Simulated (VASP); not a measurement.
Runs of VASP 6.6.1 on Al3BAs4. The structure is that of space group P3m1 (No. 156), or close to it. The cells are those of the table. 

```csv
task,cell,k mesh,cutoff (eV),smearing,gap on the mesh (eV),pressure (GPa),largest force (eV/Å)
single point,"a = 3.883, b = 3.883, c = 12.940 Å, angles 90.0, 90.0, 120.0°, 8 atoms",6 × 6 × 2,520,gaussian 0.1 eV,0.14,0.3,0.04
single point,"a = 3.882, b = 3.882, c = 12.962 Å, angles 90.0, 90.0, 120.0°, 8 atoms",12 × 12 × 4,520,gaussian 0.01 eV,(a),0.2,(b)
relaxation of cell and atoms,"relaxed from a = 3.750, b = 3.750, c = 12.325 Å, angles 90.0, 90.0, 120.0°, 8 atoms",6 × 6 × 2,600,gaussian 0.1 eV,(c),0.0,0.01
single point,"a = 3.750, b = 3.750, c = 12.325 Å, angles 90.0, 90.0, 120.0°, 8 atoms",6 × 6 × 2,520,gaussian 0.1 eV,1.16,13.7,3.06
```

Alike in all rows: level PBE; potentials or basis VASP PAW PBE potentials, release 64 (Al, B, As); no spin polarisation.

Task: Fill in the values left out.

Result: (a) 0.15; (b) 0.03; (c) 0.13.

Caveats: forces of over 1 eV/Å act on the atoms, so gaps and moduli don't describe the material at rest (some runs).

A k mesh can miss the band edges, and the runs leave out spin-orbit coupling on As.
